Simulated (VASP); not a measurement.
# LaAgSeF (P4/nmm) in VASP: further runs

LaAgSeF is run at these levels: PBE; tasks: single point, relaxation of cell and atoms.

Program: VASP 6.6.1. These are calculated values, not measurements. Logs are shortened: lines on timing, memory, paths and dates and some standing lists are left out, and cuts for length are marked.

## Step 1: The cell of the first run

It takes space group P4/nmm (No. 129, tetragonal). The conventional cell has a = 3.903 Å, b = 3.903 Å, c = 8.876 Å, α = 90.00°, β = 90.00°, γ = 90.00°. La (site symmetry 4mm) has 4 F at 2.48 Å and 4 Se at 2.91 Å within 3.3 Å. Within 3.6 Å of Ag (site symmetry -4m2) lie 4 Ag at 2.76 Å and 4 Se at 2.79 Å and 4 La at 3.50 Å. Within 3.7 Å of Se (site symmetry 4mm) lie 4 Ag at 2.79 Å and 4 La at 2.91 Å and 4 F at 3.13 Å. Within 3.3 Å of F (site symmetry -4m2) lie 4 La at 2.48 Å and 4 F at 2.76 Å and 4 Se at 3.13 Å.

## Step 2: Single point, PBE

File INCAR:

```
SYSTEM = LaAgSeF
PREC = Accurate
ENCUT = 520
EDIFF = 1E-7
ISMEAR = 1
SIGMA = 0.0103
LREAL = .FALSE.
LASPH = .TRUE.
NELM = 60
ALGO = Normal
ISIF = 2
LWAVE = .FALSE.
LCHARG = .FALSE.
GGA = PE
NBANDS = 45
```

File KPOINTS:

```
Automatic mesh
0
G
  6 6 3
  0 0 0
```

File POSCAR:

```
LaAgSeF
1.0
    3.9033608293      0.0000000000      0.0000000000
    0.0000000000      3.9033608293      0.0000000000
    0.0000000000      0.0000000000      8.8763454608
La Ag Se F
2 2 2 2
Direct
    0.2500000000      0.2500000000      0.3273805368
    0.7500000000      0.7500000000      0.6726194632
    0.7500000000      0.2500000000      0.0000000000
    0.2500000000      0.7500000000      0.0000000000
    0.7500000000      0.7500000000      0.2239906772
    0.2500000000      0.2500000000      0.7760093228
    0.7500000000      0.2500000000      0.5000000000
    0.2500000000      0.7500000000      0.5000000000
```

Potentials or basis: VASP PAW PBE potentials, release 64 (La, Ag, Se, F).

The run is started by

```
> cat potpaw_PBE.64/La/POTCAR potpaw_PBE.64/Ag/POTCAR potpaw_PBE.64/Se/POTCAR potpaw_PBE.64/F/POTCAR > POTCAR
> mpirun -np 1 vasp_std > vasp.out
```

OUTCAR:

```text
SYSTEM = LaAgSeF
   PREC = Accurate
   ENCUT = 520
   EDIFF = 1E-7
   ISMEAR = 1
   LREAL = .FALSE.
   LASPH = .TRUE.
   NELM = 60
   ISIF = 2
   GGA = PE

 ion  position               nearest neighbor table
   1  0.250  0.250  0.327-   7 2.48   8 2.48   8 2.48   7 2.48   5 2.91   5 2.91   5 2.91   5 2.91
                             3 3.50   4 3.50   4 3.50   3 3.50
   2  0.750  0.750  0.673-   7 2.48   8 2.48   7 2.48   8 2.48   6 2.91   6 2.91   6 2.91   6 2.91
                             4 3.50   3 3.50   4 3.50   3 3.50
   3  0.750  0.250  0.000-   4 2.76   4 2.76   4 2.76   4 2.76   5 2.79   6 2.79   6 2.79   5 2.79
                             1 3.50   2 3.50   2 3.50   1 3.50
   4  0.250  0.750  0.000-   3 2.76   3 2.76   3 2.76   3 2.76   6 2.79   6 2.79   5 2.79   5 2.79
                             2 3.50   1 3.50   2 3.50   1 3.50
   5  0.750  0.750  0.224-   3 2.79   4 2.79   3 2.79   4 2.79   1 2.91   1 2.91   1 2.91   1 2.91

   6  0.250  0.250  0.776-   3 2.79   4 2.79   4 2.79   3 2.79   2 2.91   2 2.91   2 2.91   2 2.91

   7  0.750  0.250  0.500-   1 2.48   2 2.48   2 2.48   1 2.48
   8  0.250  0.750  0.500-   1 2.48   2 2.48   1 2.48   2 2.48

  LATTYP: Found a simple tetragonal cell.
 ALAT       =     3.9033608293
 C/A-ratio  =     2.2740263709

  Lattice vectors:

 A1 = (   3.9033608293,   0.0000000000,   0.0000000000)
 A2 = (   0.0000000000,   3.9033608293,   0.0000000000)
 A3 = (   0.0000000000,   0.0000000000,   8.8763454608)

Analysis of symmetry for initial positions (statically):
=====================================================================
 Subroutine PRICEL returns:
 Original cell was already a primitive cell.

 Routine SETGRP: Setting up the symmetry group for a
 simple tetragonal supercell.

 Subroutine GETGRP returns: Found 16 space group operations
 (whereof  4 operations were pure point group operations)
 out of a pool of 16 trial point group operations.

The static configuration has the point symmetry C_2h.
 The point group associated with its full space group is D_4h.

Analysis of symmetry for dynamics (positions and initial velocities):
=====================================================================
 Subroutine PRICEL returns:
 Original cell was already a primitive cell.

 Routine SETGRP: Setting up the symmetry group for a
 simple tetragonal supercell.

 Subroutine GETGRP returns: Found 16 space group operations
 (whereof  4 operations were pure point group operations)
 out of a pool of 16 trial point group operations.

The dynamic configuration has the point symmetry C_2h.
 The point group associated with its full space group is D_4h.

 Subroutine INISYM returns: Found 16 space group operations
 (whereof  4 operations are pure point group operations),
 and found     1 'primitive' translations

----------------------------------------------------------------------------------------

                                     Primitive cell

  volume of cell :     135.2420

  direct lattice vectors                    reciprocal lattice vectors
     3.903360829  0.000000000  0.000000000     0.256189485  0.000000000  0.000000000
     0.000000000  3.903360829  0.000000000     0.000000000  0.256189485  0.000000000
     0.000000000  0.000000000  8.876345461     0.000000000  0.000000000  0.112658977

  length of vectors
     3.903360829  3.903360829  8.876345461     0.256189485  0.256189485  0.112658977

  position of ions in fractional coordinates (direct lattice)
     0.250000000  0.250000000  0.327380537
     0.750000000  0.750000000  0.672619463
     0.750000000  0.250000000  0.000000000
     0.250000000  0.750000000  0.000000000
     0.750000000  0.750000000  0.223990677
     0.250000000  0.250000000  0.776009323
     0.750000000  0.250000000  0.500000000
     0.250000000  0.750000000  0.500000000

  ion indices of the primitive-cell ions
   primitive index   ion index
                 1           1
                 2           2
                 3           3
                 4           4
                 5           5
                 6           6
                 7           7
                 8           8

----------------------------------------------------------------------------------------

 KPOINTS: Automatic mesh

Automatic generation of k-mesh.
 Grid dimensions read from file:
 generate k-points for:    6    6    3

 Generating k-lattice:

  Cartesian coordinates                     Fractional coordinates (reciprocal lattice)
     0.042698247  0.000000000  0.000000000     0.166666667  0.000000000  0.000000000
     0.000000000  0.042698247  0.000000000     0.000000000  0.166666667  0.000000000
     0.000000000  0.000000000  0.037552992     0.000000000  0.000000000  0.333333333

  Length of vectors
     0.042698247  0.042698247  0.037552992

  Shift w.r.t. Gamma in fractional coordinates (k-lattice)
     0.000000000  0.000000000  0.000000000

 Subroutine IBZKPT returns following result:
 ===========================================

 Found     20 irreducible k-points:

 Following reciprocal coordinates:
            Coordinates               Weight
  0.000000  0.000000  0.000000      1.000000
  0.166667  0.000000  0.000000      4.000000
  0.333333  0.000000  0.000000      4.000000
  0.500000  0.000000  0.000000      2.000000
  0.166667  0.166667  0.000000      4.000000
  0.333333  0.166667  0.000000      8.000000
[... 12 lines left out ...]
  0.500000  0.333333  0.333333      8.000000
  0.500000  0.500000  0.333333      2.000000
   k-points           NKPTS =     20   k-points in BZ     NKDIM =     20   number of bands    NBANDS=     45
   number of dos      NEDOS =    301   number of ions     NIONS =      8
   total plane-waves  NPLWV =  63000
   dimension x,y,z NGX =    30 NGY =   30 NGZ =   70
   dimension x,y,z NGXF=    60 NGYF=   60 NGZF=  140
   ions per type =               2   2   2   2
   NGX,Y,Z   is equivalent  to a cutoff of  12.78, 12.78, 13.11 a.u.
   NGXF,Y,Z  is equivalent  to a cutoff of  25.55, 25.55, 26.22 a.u.
 SYSTEM =  LaAgSeF
   PREC   = accura    normal or accurate (medium, high low for compatibility)
   ISTART =      0    job   : 0-new  1-cont  2-samecut
   ICHARG =      2    charge: 1-file 2-atom 10-const
   ISPIN  =      1    spin polarized calculation?
   LNONCOLLINEAR =      F non collinear calculations
   LSORBIT =      F    spin-orbit coupling
   LASPH  =      T    aspherical Exc in radial PAW
   ENCUT  =  520.0 eV  38.22 Ry    6.18 a.u.   7.26  7.26 16.50*2*pi/ulx,y,z
   NELM   =     60;   NELMIN=  2; NELMDL= -5     # of ELM steps
   EDIFF  = 0.1E-06   stopping-criterion for ELM
   LREAL  =      F    real-space projection
   EDIFFG = 0.1E-05   stopping-criterion for IOM
   NSW    =      0    number of steps for IOM
   IBRION =     -1    ionic relax: 0-MD 1-quasi-New 2-CG
   NFREE  =      0    steps in history (QN), initial steepest desc. (CG)
   ISIF   =      2    stress and relaxation
   ISYM   =      2    0-nonsym 1-usesym 2-fastsym
   POTIM  = 0.5000    time-step for ionic-motion
   TEBEG  =    0.0;   TEEND  =   0.0 temperature during run
   PSTRESS=    0.0 pullay stress
   NELECT =      70.0000    total number of electrons
   NUPDOWN=      -1.0000    fix difference up-down
   EMIN   =  10.00;   EMAX   =-10.00  energy-range for DOS
   EFERMI =   0.00;   METHOD = LEGACY
   ISMEAR =     1;   SIGMA  =   0.01  broadening in eV -4-tet -1-fermi 0-gaus
   EFERMI_NEDOS =   21; number of points for ismear=-14 and -15
   IALGO  =     38    algorithm
   IMIX   =      4    mixing-type and parameters
     AMIX     =   0.40;   BMIX     =  1.00
     AMIX_MAG =   1.60;   BMIX_MAG =  1.00
  volume/ion in A,a.u.               =      16.91       114.08
  Fermi-wavevector in a.u.,A,eV,Ry     =   1.314429  2.483910 23.507090  1.727722
  Thomas-Fermi vector in A             =   2.444682
   LORBIT       =      0    0 simple, 1 ext, 2 COOP (PROOUT), +10 PAW based schemes
   GGA     = PE    functional components
   LHFCALC =     F    Hartree Fock is set to
   AEXX    =    0.0000 exact exchange contribution
   IVDW    =     0    specifies the selected vdW correction
   LEPSILON=     F    determine dielectric tensor
   LRPA    =     F    only Hartree local field effects (RPA)
 non-spin polarized calculation
 Methfessel and Paxton  Order N= 1 SIGMA  =   0.01
  energy-cutoff  :      520.00
  volume of cell :      135.24
 maximum number of plane-waves:      3684
 NGX is ok and might be reduce to    30
   NGX = 15   NGY = 15   NGZ = 33

 number of electron      70.0000013 magnetization

 Free energy of the ion-electron system (eV)
  ---------------------------------------------------
  ext. energy  EPLUGINS =         0.00000000
  ---------------------------------------------------
  free energy    TOTEN  =       -39.74725002 eV

  energy without entropy =      -39.74696532  energy(sigma->0) =      -39.74715512

 E-fermi :  10.1642     XC(G=0): -11.3820

 val. band max:       10.1604854063   @ k =   0.3333   0.1667   0.3333
 cond. band min:      10.1832332435   @ k =   0.3333   0.0000   0.0000
 fundamental gap:      0.0227478372
 Fermi energy:        10.1641829238

 k-point     1 :       0.0000    0.0000    0.0000
  band No.  band energies     occupation
      1     -23.2927      2.00000
      2     -23.1349      2.00000
      3     -16.2938      2.00000
      4     -15.8691      2.00000
      5      -7.1647      2.00000
      6      -7.0513      2.00000
[... 37 lines left out ...]
     44      11.8999      0.00000
     45      11.9626      0.00000

 k-point     2 :       0.1667    0.0000    0.0000
  band No.  band energies     occupation
      1     -23.2619      2.00000
      2     -23.1243      2.00000
      3     -16.2905      2.00000
      4     -15.9269      2.00000
      5      -7.4509      2.00000
      6      -7.3360      2.00000
[... 856 lines left out ...]
 k-point    20 :       0.5000    0.5000    0.3333
  band No.  band energies     occupation
      1     -23.0502      2.00000
      2     -23.0502      2.00000
      3     -16.2849      2.00000
      4     -16.2849      2.00000
      5      -7.5213      2.00000
      6      -7.5213      2.00000
[... 37 lines left out ...]
     44      11.8941      0.00000
     45      11.9872      0.00000

------------------------ aborting loop because EDIFF is reached ----------------------------------------

  FORCE on cell =-STRESS in cart. coord.  units (eV):
  Direction    XX          YY          ZZ          XY          YZ          ZX
  --------------------------------------------------------------------------------------
  -------------------------------------------------------------------------------------
  Total       16.6764039     16.6764039     16.7304625     -0.0000000     -0.0000000      0.0000000
  in kB      197.5610796    197.5610796    198.2014991     -0.0000000     -0.0000000      0.0000000
  external PRESSURE =     197.7745527 kB  Pullay stress =       0.0000000 kB

 VOLUME and BASIS-vectors are now :
 -----------------------------------------------------------------------------
  energy-cutoff  :      520.00
  volume of cell :      135.24
      direct lattice vectors                 reciprocal lattice vectors
     3.903360829  0.000000000  0.000000000     0.256189485  0.000000000  0.000000000
     0.000000000  3.903360829  0.000000000     0.000000000  0.256189485  0.000000000
     0.000000000  0.000000000  8.876345461     0.000000000  0.000000000  0.112658977

 POSITION                                       TOTAL-FORCE (eV/Angst)
 -----------------------------------------------------------------------------------
      0.97584      0.97584      2.90594        -0.000000     -0.000000     -0.012395
      2.92752      2.92752      5.97040         0.000000     -0.000000      0.012395
      2.92752      0.97584      0.00000         0.000000      0.000000      0.000000
      0.97584      2.92752      0.00000        -0.000000     -0.000000      0.000000
      2.92752      2.92752      1.98822        -0.000000     -0.000000     -0.007305
      0.97584      0.97584      6.88813        -0.000000     -0.000000      0.007305
      2.92752      0.97584      4.43817        -0.000000     -0.000000      0.000000
      0.97584      2.92752      4.43817         0.000000      0.000000      0.000000
 -----------------------------------------------------------------------------------
    total drift:                                0.000000      0.000000     -0.000000

  FREE ENERGIE OF THE ION-ELECTRON SYSTEM (eV)
  ---------------------------------------------------
  free  energy   TOTEN  =       -39.7472500215 eV

  energy  without entropy=      -39.7469653180  energy(sigma->0) =      -39.74715512
```

It took 2.5 min on 1 thread of Intel Xeon Platinum 8488C (Sapphire Rapids), shared host; peak memory 0.32 GiB.

Results:

| Property | Result |
| --- | --- |
| Free energy | -39.7473 eV |
| Pressure | 19.8 GPa |
| Largest force | 0.012 eV/Å |
| Band gap on the k mesh | zero (bands 35 and 36 overlap by 1.45 eV) |

Forces on the atoms (eV/Å):
```
La   0.000  0.000 -0.012
La   0.000  0.000  0.012
Ag   0.000  0.000  0.000
Ag   0.000  0.000  0.000
Se   0.000  0.000 -0.007
Se   0.000  0.000  0.007
F    0.000  0.000  0.000
F    0.000  0.000  0.000
```

Caveat: the cell stands under pressure; spin-orbit coupling is left out, which moves the levels of the heavy elements.

## Step 3: Relaxation of cell and atoms, PBE, target pressure 20 GPa, at which the enthalpy is minimised

This run uses another cell than the first one, of 18.91 Å³/atom.

File INCAR:

```
SYSTEM = LaAgSeF
ALGO     = Normal         ! electronic algorithm
EDIFF    = 1E-7           ! SCF threshold, eV
EDIFFG   = -0.01          ! ionic threshold
ENCUT    = 600            ! plane-wave cutoff, eV
GGA      = PE             ! functional
IBRION   = 2              ! ionic algorithm
ISIF     = 3              ! what is computed and relaxed
ISMEAR   = 1              ! smearing method
LASPH    = .TRUE.         ! aspherical terms in the spheres
LCHARG   = .FALSE.        ! write CHGCAR
LREAL    = .FALSE.        ! projectors in reciprocal space
LWAVE    = .FALSE.        ! write WAVECAR
NELM     = 60             ! most SCF steps
NSW      = 100            ! ionic steps
PREC     = Accurate       ! precision mode
PSTRESS  = 200.0        
SIGMA    = 0.0103         ! smearing width, eV
```

File KPOINTS:

```
k-points
0
G
  6 6 3
  0 0 0
```

File POSCAR:

```
LaAgSeF
1.0
    4.0848520000      0.0000000000      0.0000000000
    0.0000000000      4.0848520000      0.0000000000
    0.0000000000      0.0000000000      9.0642620000
La Ag Se F
2 2 2 2
Direct
    0.2500000000      0.2500000000      0.3475800000
    0.7500000000      0.7500000000      0.6524200000
    0.7500000000      0.2500000000      0.0000000000
    0.2500000000      0.7500000000      0.0000000000
    0.7500000000      0.7500000000      0.1968000000
    0.2500000000      0.2500000000      0.8032000000
    0.7500000000      0.2500000000      0.5000000000
    0.2500000000      0.7500000000      0.5000000000
```

Potentials or basis: VASP PAW PBE potentials, release 64 (La, Ag, Se, F).

The run is started by

```
> cat potpaw_PBE.64/La/POTCAR potpaw_PBE.64/Ag/POTCAR potpaw_PBE.64/Se/POTCAR potpaw_PBE.64/F/POTCAR > POTCAR
> mpirun -np 1 vasp_std > vasp.out
```

Wall time 35 min (1 thread of Intel Xeon Platinum 8488C (Sapphire Rapids), shared host); peak memory 0.45 GiB.

It converged, with:

| Item | Value |
| --- | --- |
| Free energy | -39.7142 eV |
| Relaxed volume | 16.85 Å³/atom |
| Relaxed cell | a = 3.897 Å, b = 3.897 Å, c = 8.878 Å, α = 90.00°, β = 90.00°, γ = 90.00° |
| Space group after relaxing (to 0.1 Å) | P4/nmm (No. 129) |
| Energy change on relaxing (the run minimises the enthalpy) | +40.7 meV/atom |
| Ionic steps | 21 |
| Pressure after relaxing | 20.0 GPa |
| Largest force after relaxing | 0.004 eV/Å |
| Band gap on the k mesh | zero (bands 35 and 36 overlap by 1.48 eV) |

Forces on the atoms (eV/Å):
```
La   0.000  0.000  0.004
La   0.000  0.000 -0.004
Ag   0.000  0.000  0.000
Ag   0.000  0.000  0.000
Se   0.000  0.000  0.001
Se   0.000  0.000 -0.001
F    0.000  0.000  0.000
F    0.000  0.000  0.000
```

The path:
| step | energy change (eV) | largest force (eV/Å) | pressure (GPa) | volume (Å³) |
| --- | --- | --- | --- | --- |
| 1 | 0.0000 | 2.2160 | 8.41 | 151.25 |
| 2 | 2.7446 | 2.2954 | 38.64 | 123.23 |
| 3 | 1.2785 | 2.4407 | 25.22 | 132.25 |
| 4 | 0.7019 | 0.3999 | 23.00 | 132.14 |
| 5 | 0.6985 | 0.2699 | 23.08 | 132.15 |
| 6 | -0.0061 | 0.2859 | 16.50 | 137.82 |
| 7 | 0.3340 | 0.2718 | 19.74 | 134.84 |
| 8 | 0.3284 | 0.1862 | 19.87 | 134.83 |
| 9 | 0.3277 | 0.0571 | 20.17 | 134.79 |
| 10 | 0.3274 | 0.0569 | 20.14 | 134.80 |
| 11 | 0.2894 | 0.0253 | 19.76 | 135.10 |
| 12 | 0.2892 | 0.0250 | 19.76 | 135.10 |
| 13 | 0.3060 | 0.0067 | 19.89 | 134.96 |
| 14 | 0.3262 | 0.0256 | 20.04 | 134.80 |
| 15 | 0.3292 | 0.0284 | 20.09 | 134.77 |
| 16 | 0.3231 | 0.0230 | 20.03 | 134.82 |
| 17 | 0.3159 | 0.0177 | 19.98 | 134.88 |
| 18 | 0.3173 | 0.0193 | 19.94 | 134.87 |
| 19 | 0.3202 | 0.0214 | 20.01 | 134.84 |
| 20 | 0.3181 | 0.0188 | 19.96 | 134.86 |
| 21 | 0.3258 | 0.0044 | 20.03 | 134.80 |

Final structure:
```
CELL_PARAMETERS angstrom
3.89658 0.00000 0.00000
0.00000 3.89658 0.00000
0.00000 0.00000 8.87797
ATOMIC_POSITIONS crystal
La 0.25000 0.25000 0.32690
La 0.75000 0.75000 0.67310
Ag 0.75000 0.25000 0.00000
Ag 0.25000 0.75000 0.00000
Se 0.75000 0.75000 0.22268
Se 0.25000 0.25000 0.77732
F 0.75000 0.25000 0.50000
F 0.25000 0.75000 0.50000
```

Levels at points of the mesh, in eV from the Fermi level:
```
           k point  band 33  band 34  band 35  band 36  band 37  band 38
(0.00, 0.00, 0.00)    -2.25    -2.25    -0.72    -0.47    -0.39     1.40
(0.50, 0.00, 0.00)    -3.60    -3.60    -0.40    -0.40     1.24     1.24
(0.50, 0.50, 0.00)    -3.00    -3.00     0.95     0.95     1.20     1.20
```

Caveat: the cell is relaxed towards a set pressure, so the run minimises the enthalpy, not the energy; spin-orbit coupling is left out, which moves the levels of the heavy elements.

The gap in the log of VASP goes by the Fermi energy; the results here count the filled bands.